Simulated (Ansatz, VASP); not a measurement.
# Sn2PbO3 in VASP and in Ansatz

```
CELL_PARAMETERS angstrom
3.95927 -0.00064 -0.00091
-0.00115 3.89302 -0.00586
-0.00420 -0.02240 15.92996
ATOMIC_POSITIONS crystal
Sn 0.00047 0.50193 0.07104
Sn 0.00004 0.49979 0.41337
Sn 0.50009 0.00014 0.92766
Sn 0.49947 0.99909 0.58729
Pb 0.99984 0.50091 0.73667
Pb 0.49994 0.99816 0.26396
O 0.99964 0.00002 0.65740
O 0.00038 0.00082 0.99833
O 0.00014 0.99888 0.34109
O 0.49968 0.50013 0.65956
O 0.50026 0.50107 0.00039
O 0.50007 0.49905 0.34325
```

Change from the starting cell: cell x1, atoms moved at random (sigma 0.05 Å) and cell strained at random (1.5 %), then relaxed without symmetry.

Alike in both runs: functional PBE; k mesh 4 × 4 × 1; occupations gaussian, width 0.1 eV; no spin polarisation.

Ansatz relaxed the structure, and its values are those at the end. VASP's run is a single point on that final structure, the one shown.

|  | VASP | Ansatz |
| --- | --- | --- |
| version | VASP 6.6.1 | Ansatz 0.2.0 |
| potentials or method | VASP PAW PBE potentials, release 64 (Sn_d, Pb_d, O), cutoff 520 eV | scalar-relativistic, plane waves, PAW |
| valence electrons in the cell | 120 | 120 |

|  | VASP | Ansatz | Ansatz less VASP |
| --- | --- | --- | --- |
| gap on the k mesh at the Fermi level (eV) | 0.78 | 0.77 | -0.005 |
| least direct gap on the mesh (eV) | 1.22 | 1.26 | +0.039 |
| pressure (GPa) | 0.1 | 0.0 | -0.12 |
| rms of the force components (eV/Å) | 0.024 | 0.004 | -0.0206 |

The functional is the same, so the differences come from potentials, cutoffs and numerics.

Spin-orbit coupling is off throughout.
